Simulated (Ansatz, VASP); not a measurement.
**Sn: VASP beside Ansatz**

Contents of INCAR:

```
ALGO = Fast ; EDIFF = 1E-6
ENCUT = 520 ; GGA = PE
ISIF = 2 ; ISMEAR = 0
IVDW = 12 ; LASPH = T
LCHARG = T ; LELF = T
LREAL = F ; LVHAR = T
LWAVE = F ; NBANDS = 13
NELM = 100 ; PREC = Accurate
SIGMA = 0.15
```

Contents of KPOINTS:

```
k-points
0
Gamma
  24 24 24
```

File POSCAR:

```
Sn
1.0
   -1.7544065422      1.7546136957      2.0807911174
    1.7544065422     -1.7546136957      2.0807911174
    1.7544065422      1.7546136957     -2.0807911174
Sn
1
Direct
    0.0000000000      0.0000000000      0.0000000000
```

Input for Ansatz:

```yaml
crystal:
  lattice:
    - [-1.7544065422, 1.7546136957, 2.0807911174]
    - [1.7544065422, -1.7546136957, 2.0807911174]
    - [1.7544065422, 1.7546136957, -2.0807911174]
  atoms:
    - { symbol: Sn, position: [0.0, 0.0, 0.0] }
basis:
  ecutwfc: 420
kpoints:
  mp_grid: { grid: [24, 24, 24] }
hamiltonian:
  xc: pbe
  dispersion: d3bj
scf:
  occupations: { method: gaussian, width: 0.15 }
output:
  forces: true
  stress: true
  eigenvalues: true
```

Change from the starting cell: strain +0.000 along x and y, -0.040 along z, atoms carried along.

Alike in both runs: task single point; functional PBE; dispersion D3(BJ); k mesh 24 × 24 × 24; occupations gaussian, width 0.15 eV; no spin polarisation.

```csv
,VASP,Ansatz
version,VASP 6.6.1,Ansatz 0.2.0
potentials or method,"VASP PAW PBE potentials, release 64 (Sn_d), cutoff 520 eV","scalar-relativistic, plane waves, PAW"
valence electrons in the cell,14,14
```

|  | VASP | Ansatz | Ansatz less VASP |
| --- | --- | --- | --- |
| gap on the k mesh at the Fermi level (eV) | none | none | - |
| pressure (GPa) | 2.2 | 2.2 | +0.03 |
| traceless stress, the component that is largest in VASP (GPa) | -0.16 | -0.16 | -0.004 |

A gap of «none» marks a metal or a gap that the smearing closes.
